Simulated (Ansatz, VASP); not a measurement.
**NaH in VASP and in Ansatz**

Contents of INCAR:

```
PREC = Accurate
ENCUT = 520
EDIFF = 1E-6
ISMEAR = -1
SIGMA = 0.02
LREAL = False
LASPH = True
NELM = 80
ALGO = Normal
ISIF = 2
LWAVE = False
LCHARG = True
GGA = PE
LELF = True
LVHAR = True
NBANDS = 11
```

The input KPOINTS:

```
regular mesh
0
Gamma
  10 10 10
```

Contents of POSCAR:

```
NaH
1.0
   -0.0871033519      2.4101454511      2.4101454511
    2.4101454511     -0.0871033519      2.4101454511
    2.4101454511      2.4101454511     -0.0871033519
Na H
1 1
Direct
    0.0000000000      0.0000000000      0.0000000000
    0.5000000000      0.5000000000      0.5000000000
```

Input for Ansatz:

```yaml
crystal:
  lattice:
    - [-0.0871033519, 2.4101454511, 2.4101454511]
    - [2.4101454511, -0.0871033519, 2.4101454511]
    - [2.4101454511, 2.4101454511, -0.0871033519]
  atoms:
    - { symbol: Na, position: [0.0, 0.0, 0.0] }
    - { symbol: H, position: [0.5, 0.5, 0.5] }
kpoints:
  mp_grid: { grid: [10, 10, 10] }
  band_path:
    path:
      - [0.0, 0.0, 0.0]
      - [0.5, 0.0, 0.5]
      - [0.625, 0.25, 0.625]
      - [0.375, 0.375, 0.75]
      - [0.5, 0.5, 0.5]
      - [0.5, 0.25, 0.75]
      - [0.265625, -0.5, -0.270833]
      - [0.0, 0.0, 0.5]
    npoints: 1
hamiltonian:
  xc: pbe
scf:
  occupations: { method: fermi_dirac, width: 0.02 }
  n_extra_bands: 4
output:
  forces: true
  stress: true
  eigenvalues: true
  write_density: true
  write_potential: true
  elf: true
  volumetric_format: npy
```

Change from the starting cell: epitaxial_111 strain +4.2%.

Alike in both runs: task single point; functional PBE; k mesh 10 × 10 × 10; occupations fermi-dirac, width 0.02 eV; no spin polarisation.

|  | VASP | Ansatz |
| --- | --- | --- |
| version | VASP 6.6.1 | Ansatz 0.2.0 |
| potentials or method | VASP PAW PBE potentials, release 64 (Na_pv, H) | plane waves, PAW |
| plane-wave cutoff (eV) | 520 | 420 |
| valence electrons in the cell | 8 | 10 |

|  | VASP | Ansatz | Ansatz less VASP |
| --- | --- | --- | --- |
| gap on the k mesh at the Fermi level (eV) | 3.59 | 3.59 | +0.002 |
| pressure (GPa) | -1.0 | -1.0 | +0.04 |
| traceless stress, the component that is largest in VASP (GPa) | 0.71 | 0.71 | 0.000 |

VASP's potentials hold 8 valence electrons a cell and Ansatz's 10, so a difference there can come from the potentials and not from the codes.
